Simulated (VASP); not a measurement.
# MgO: single point with PBE

**The experiment to reproduce.**

“Electronic structure of alkaline earth and post-transition metal oxides”, 2009, arxiv:0908.1581 quotes, for a bulk crystal of MgO: band gap 7.83 eV.

The system is MgO.

```
Mg O
1.0
     0.00000    2.13515    2.13515
     2.13515    0.00000    2.13515
     2.13515    2.13515    0.00000
Mg O
1 1
Direct
  0.00000 0.00000 0.00000
  0.50000 0.50000 0.50000
```

```yaml
Program: VASP 6.6.1
Task: single point
Functional: PBE
Potentials_or_basis: VASP PAW PBE potentials, release 64 (Mg, O)
Cutoff: 520 eV
k_mesh: 15 × 15 × 15
Occupations: fermi-dirac, width 0.01 eV
Spin: no spin polarisation
Dipole_correction: no
Further_INCAR_settings: ALGO = Normal; EDIFF = 1e-06; NBANDS = 11
```

The pressure is -2.4 GPa. The band gap on the k mesh is 4.34 eV, direct.

Levels at points of the mesh, in eV from the valence-band top:
| k point | band 1 | band 2 | band 3 | band 4 | band 5 | band 6 | band 7 | band 8 |
| --- | --- | --- | --- | --- | --- | --- | --- | --- |
| (0.00, 0.00, 0.00) | -17.06 | 0.00 | 0.00 | 0.00 | 4.34 | 15.57 | 15.57 | 15.57 |

Run time: 14 s on 1 thread of Intel(R) Xeon(R) Platinum 8488C (Sapphire Rapids), on a shared host, peak memory 0.16 GiB.

Measured gap of MgO: 7.83 eV (quoted in “Electronic structure of alkaline earth and post-transition metal oxides”, 2009, arxiv:0908.1581). This calculation gives 4.34 eV (-3.49 eV). The value is that of PBE on a finite k mesh, which can miss the band edges, without temperature or zero-point motion. Semilocal functionals fall short of measured gaps as a rule.
